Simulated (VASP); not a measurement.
# Zn (P-1) in VASP: notebook

The runs below take Zn through single point, with LDA, PBEsol.

Everything below comes from runs of VASP 6.6.1. Logs are shortened: lines on timing, memory, paths and dates and some standing lists are left out, and cuts for length are marked.

## Step 1: The cell of the first run

The typed cell holds 1 atom: a = 2.665 Å, b = 2.733 Å, c = 2.823 Å, α = 113.36°, β = 107.16°, γ = 109.60°.

## Step 2: Single point, LDA

File INCAR:

```
SYSTEM = Zn
ALGO = Normal
EDIFF = 1E-7
ENCUT = 520
ISIF = 2
ISMEAR = 0
LASPH = .TRUE.
LCHARG = .FALSE.
LREAL = .FALSE.
LWAVE = .FALSE.
NBANDS = 12
NELM = 60
PREC = Accurate
SIGMA = 0.1
```

File KPOINTS:

```
k-points
0
G
  9 9 8
  0 0 0
```

File POSCAR:

```
Zn
1.0
   -1.5271390000      1.5617310000      1.5269050000
    1.4864710000     -1.6587790000      1.5832850000
    1.5658470000      1.6974880000     -1.6239530000
Zn
1
Direct
    0.0197600000     -0.0046890000      0.0109340000
```

Potentials or basis: VASP PAW LDA potentials, release 64 (Zn).

On the command line:

```console
cat potpaw_LDA.64/Zn/POTCAR > POTCAR
mpirun -np 1 vasp_std > vasp.out
```

OUTCAR:

```text
SYSTEM = Zn
   EDIFF = 1E-7
   ENCUT = 520
   ISIF = 2
   ISMEAR = 0
   LASPH = .TRUE.
   LREAL = .FALSE.
   NELM = 60
   PREC = Accurate

 ion  position               nearest neighbor table
   1  0.020  0.995  0.011-

  LATTYP: Found a triclinic cell.
 ALAT       =     7.5087955007
 B/A-ratio  =     0.3549263830
 C/A-ratio  =     0.5727454397
 COS(alpha) =     0.0003009652
 COS(beta)  =     0.2809417661
 COS(gamma) =     0.9428670651

  Lattice vectors:

 A1 = (  -6.1065960000,   3.0847530000,   3.0944780000)
 A2 = (  -1.5271390000,   1.5617310000,   1.5269050000)
 A3 = (  -3.0116500000,   0.0583390000,  -3.0695220000)

Analysis of symmetry for initial positions (statically):
=====================================================================
 Subroutine PRICEL returns:
 Original cell was already a primitive cell.

 Routine SETGRP: Setting up the symmetry group for a
 triclinic supercell.

 Subroutine GETGRP returns: Found  2 space group operations
 (whereof  1 operations were pure point group operations)
 out of a pool of  2 trial point group operations.

The static configuration has the point symmetry C_1 .
 The point group associated with its full space group is S_2 .

Analysis of symmetry for dynamics (positions and initial velocities):
=====================================================================
 Subroutine PRICEL returns:
 Original cell was already a primitive cell.

 Routine SETGRP: Setting up the symmetry group for a
 triclinic supercell.

 Subroutine GETGRP returns: Found  2 space group operations
 (whereof  1 operations were pure point group operations)
 out of a pool of  2 trial point group operations.

The dynamic configuration has the point symmetry C_1 .
 The point group associated with its full space group is S_2 .

 Subroutine INISYM returns: Found  2 space group operations
 (whereof  1 operations are pure point group operations),
 and found     1 'primitive' translations

----------------------------------------------------------------------------------------

                                     Primitive cell

  volume of cell :      15.4511

  direct lattice vectors                    reciprocal lattice vectors
    -1.527139000  1.561731000  1.526905000     0.000399444  0.316685462  0.331410600
     1.486471000 -1.658779000  1.583285000     0.331890815  0.005766729  0.326043420
     1.565847000  1.697488000 -1.623953000     0.323954980  0.303382543  0.013702465

  length of vectors
     2.665069628  2.732752311  2.823219029     0.458391566  0.465283871  0.444044540

  position of ions in fractional coordinates (direct lattice)
     0.019760000  0.995311000  0.010934000

  ion indices of the primitive-cell ions
   primitive index   ion index
                 1           1

----------------------------------------------------------------------------------------

 KPOINTS: k-points

Automatic generation of k-mesh.
 Grid dimensions read from file:
 generate k-points for:    9    9    8

 Generating k-lattice:

  Cartesian coordinates                     Fractional coordinates (reciprocal lattice)
     0.000044383  0.035187274  0.036823400     0.111111111 -0.000000000  0.000000000
     0.036876757  0.000640748  0.036227047     0.000000000  0.111111111  0.000000000
     0.040494373  0.037922818  0.001712808    -0.000000000  0.000000000  0.125000000

  Length of vectors
     0.050932396  0.051698208  0.055505568

  Shift w.r.t. Gamma in fractional coordinates (k-lattice)
     0.000000000  0.000000000  0.000000000

 Subroutine IBZKPT returns following result:
 ===========================================

 Found    325 irreducible k-points:

 Following reciprocal coordinates:
            Coordinates               Weight
  0.000000  0.000000  0.000000      1.000000
  0.111111  0.000000  0.000000      2.000000
  0.222222  0.000000  0.000000      2.000000
  0.333333  0.000000  0.000000      2.000000
  0.444444  0.000000  0.000000      2.000000
 -0.000000  0.111111  0.000000      2.000000
[... 16 lines left out ...]
 -0.111111  0.222222 -0.000000      2.000000
  0.000000  0.333333  0.000000      2.000000
 [... further k-points ...]
   k-points           NKPTS =    325   k-points in BZ     NKDIM =    325   number of bands    NBANDS=     12
   number of dos      NEDOS =    301   number of ions     NIONS =      1
   total plane-waves  NPLWV =   9600
   dimension x,y,z NGX =    20 NGY =   20 NGZ =   24
   dimension x,y,z NGXF=    40 NGYF=   40 NGZF=   48
   ions per type =               1
   NGX,Y,Z   is equivalent  to a cutoff of  12.48, 12.17, 14.13 a.u.
   NGXF,Y,Z  is equivalent  to a cutoff of  24.95, 24.33, 28.26 a.u.
 SYSTEM =  Zn
   PREC   = accura    normal or accurate (medium, high low for compatibility)
   ISTART =      0    job   : 0-new  1-cont  2-samecut
   ICHARG =      2    charge: 1-file 2-atom 10-const
   ISPIN  =      1    spin polarized calculation?
   LNONCOLLINEAR =      F non collinear calculations
   LSORBIT =      F    spin-orbit coupling
   LASPH  =      T    aspherical Exc in radial PAW
   ENCUT  =  520.0 eV  38.22 Ry    6.18 a.u.   4.96  5.08  5.25*2*pi/ulx,y,z
   NELM   =     60;   NELMIN=  2; NELMDL= -5     # of ELM steps
   EDIFF  = 0.1E-06   stopping-criterion for ELM
   LREAL  =      F    real-space projection
   EDIFFG = 0.1E-05   stopping-criterion for IOM
   NSW    =      0    number of steps for IOM
   IBRION =     -1    ionic relax: 0-MD 1-quasi-New 2-CG
   NFREE  =      0    steps in history (QN), initial steepest desc. (CG)
   ISIF   =      2    stress and relaxation
   ISYM   =      2    0-nonsym 1-usesym 2-fastsym
   POTIM  = 0.5000    time-step for ionic-motion
   TEBEG  =    0.0;   TEEND  =   0.0 temperature during run
   PSTRESS=    0.0 pullay stress
   NELECT =      12.0000    total number of electrons
   NUPDOWN=      -1.0000    fix difference up-down
   EMIN   =  10.00;   EMAX   =-10.00  energy-range for DOS
   EFERMI =   0.00;   METHOD = LEGACY
   ISMEAR =     0;   SIGMA  =   0.10  broadening in eV -4-tet -1-fermi 0-gaus
   EFERMI_NEDOS =   21; number of points for ismear=-14 and -15
   IALGO  =     38    algorithm
   IMIX   =      4    mixing-type and parameters
     AMIX     =   0.40;   BMIX     =  1.00
     AMIX_MAG =   1.60;   BMIX_MAG =  1.00
  volume/ion in A,a.u.               =      15.45       104.27
  Fermi-wavevector in a.u.,A,eV,Ry     =   1.504811  2.843681 30.809808  2.264457
  Thomas-Fermi vector in A             =   2.615742
   LORBIT       =      0    0 simple, 1 ext, 2 COOP (PROOUT), +10 PAW based schemes
   GGA     = CA    functional components
   LHFCALC =     F    Hartree Fock is set to
   AEXX    =    0.0000 exact exchange contribution
   IVDW    =     0    specifies the selected vdW correction
   LEPSILON=     F    determine dielectric tensor
   LRPA    =     F    only Hartree local field effects (RPA)
 non-spin polarized calculation
 Gauss-broadening in eV      SIGMA  =   0.10
  energy-cutoff  :      520.00
  volume of cell :       15.45
 maximum number of plane-waves:       427
   NGX =  9   NGY = 11   NGZ = 11

 number of electron      12.0000001 magnetization

 Free energy of the ion-electron system (eV)
  ---------------------------------------------------
  ext. energy  EPLUGINS =         0.00000000
  ---------------------------------------------------
  free energy    TOTEN  =        -1.73970220 eV

  energy without entropy =       -1.73748732  energy(sigma->0) =       -1.73859476

 E-fermi :   2.8621     XC(G=0): -11.8129

 val. band max:        2.8475600489   @ k =  -0.2222   0.2222   0.5000
 cond. band min:       2.8655164978   @ k =   0.3333   0.3333   0.1250
 fundamental gap:      0.0179564489
 Fermi energy:         2.8621415264

 k-point     1 :       0.0000    0.0000    0.0000
  band No.  band energies     occupation
      1      -7.4903      2.00000
      2      -5.0786      2.00000
      3      -5.0497      2.00000
      4      -4.8404      2.00000
      5      -4.5217      2.00000
      6      -4.4399      2.00000
      7      19.6686      0.00000
      8      21.4383      0.00000
      9      22.1792      0.00000
     10      23.1727      0.00000
     11      23.7895      0.00000
     12      24.2111      0.00000

 k-point     2 :       0.1111    0.0000    0.0000
  band No.  band energies     occupation
      1      -7.0869      2.00000
      2      -5.0418      2.00000
      3      -4.9673      2.00000
      4      -4.8695      2.00000
      5      -4.5645      2.00000
      6      -4.4572      2.00000
      7      18.4095      0.00000
      8      19.1966      0.00000
      9      20.0200      0.00000
     10      21.4561      0.00000
     11      22.0790      0.00000
     12      22.9439      0.00000

 k-point     3 :       0.2222    0.0000    0.0000
  band No.  band energies     occupation
      1      -6.0266      2.00000
      2      -5.0016      2.00000
      3      -4.8501      2.00000
      4      -4.6922      2.00000
      5      -4.6248      2.00000
      6      -4.4875      2.00000
      7      12.8023      0.00000
      8      16.8219      0.00000
      9      18.6442      0.00000
     10      19.8998      0.00000
     11      21.3656      0.00000
     12      22.2179      0.00000
[... 286 lines left out ...]
 k-point    23 :      -0.1111    0.2222   -0.0000
  band No.  band energies     occupation
      1      -6.3347      2.00000
      2      -5.0769      2.00000
      3      -5.0063      2.00000
      4      -4.6813      2.00000
      5      -4.5555      2.00000
      6      -4.4460      2.00000
      7      15.2299      0.00000
      8      15.8868      0.00000
      9      16.5679      0.00000
     10      20.5273      0.00000
     11      22.0058      0.00000
     12      25.3173      0.00000

 k-point    24 :       0.0000    0.3333    0.0000
  band No.  band energies     occupation
      1      -5.5448      2.00000
      2      -5.2480      2.00000
      3      -4.4948      2.00000
      4      -4.4658      2.00000
      5      -4.3747      2.00000
      6      -3.2705      2.00000
      7       8.1451      0.00000
      8      13.4335      0.00000
      9      16.2773      0.00000
     10      17.1961      0.00000
     11      19.8537      0.00000
     12      27.3600      0.00000

 [... further k-points ...]
[... 5 lines left out ...]
  --------------------------------------------------------------------------------------
  -------------------------------------------------------------------------------------
  Total       -0.7372839     -0.7511669     -0.7419961      0.1034460     -0.1971174      0.0663460
  in kB      -76.4514453    -77.8910189    -76.9400720     10.7266612    -20.4397663      6.8796391
  external PRESSURE =     -77.0941787 kB  Pullay stress =       0.0000000 kB

 VOLUME and BASIS-vectors are now :
 -----------------------------------------------------------------------------
  energy-cutoff  :      520.00
  volume of cell :       15.45
      direct lattice vectors                 reciprocal lattice vectors
    -1.527139000  1.561731000  1.526905000     0.000399444  0.316685462  0.331410600
     1.486471000 -1.658779000  1.583285000     0.331890815  0.005766729  0.326043420
     1.565847000  1.697488000 -1.623953000     0.323954980  0.303382543  0.013702465

 POSITION                                       TOTAL-FORCE (eV/Angst)
 -----------------------------------------------------------------------------------
      1.46645     -1.60158      1.58828         0.000000     -0.000000      0.000000
 -----------------------------------------------------------------------------------
    total drift:                               -0.000010      0.000011      0.000079

  FREE ENERGIE OF THE ION-ELECTRON SYSTEM (eV)
  ---------------------------------------------------
  free  energy   TOTEN  =        -1.7397021998 eV

  energy  without entropy=       -1.7374873205  energy(sigma->0) =       -1.73859476
```

Wall time 56 s (1 thread of Intel Xeon Platinum 8259CL at 2.50GHz (Skylake/Cascade Lake), shared host); peak memory 0.16 GiB.

Results:

* Free energy: -1.7397 eV
* Pressure: -7.7 GPa
* Band gap on the k mesh: zero (band 6 reaches 5.52 eV, above the bottom of band 7 at 1.50 eV)

Levels at points of the mesh, in eV from the Fermi level:
```
           k point  band 3  band 4  band 5  band 6  band 7  band 8  band 9  band 10
(0.00, 0.00, 0.00)   -7.91   -7.70   -7.38   -7.30   16.81   18.58   19.32    20.31
(0.00, 0.00, 0.50)   -7.40   -7.28   -7.04   -2.79   -1.36   11.47   13.22    15.58
```

[end of part 1 of 2]
